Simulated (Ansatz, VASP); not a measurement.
# TiN: VASP beside Ansatz

```
Ti N
1.0
     0.00000    2.12200    2.12200
     2.12200    0.00000    2.12200
     2.12200    2.12200    0.00000
Ti N
1 1
Direct
  0.00000 0.00000 0.00000
  0.50000 0.50000 0.50000
```

Alike in both runs: task relaxation of cell and atoms; functional PBE; k mesh 18 × 18 × 18; occupations gaussian, width 0.1 eV; no spin polarisation.

|  | VASP | Ansatz |
| --- | --- | --- |
| version | VASP 6.6.1 | Ansatz 0.2.0 |
| potentials or method | VASP PAW PBE potentials, release 64 (Ti_sv, N), cutoff 600 eV | scalar-relativistic, plane waves, PAW |
| valence electrons in the cell | 17 | 17 |

Ansatz gave:

- gap on the k mesh at the Fermi level, each at its own relaxed structure (eV): none
- relaxed volume (Å³/atom): 9.57
- relaxed cell length with the largest relative difference (Å): 3.003

Q: Estimate VASP's values.

A: gap on the k mesh at the Fermi level, each at its own relaxed structure (eV): none; relaxed volume (Å³/atom): 9.59; relaxed cell length with the largest relative difference (Å): 3.004.

A gap of «none» marks a metal or a gap that the smearing closes.
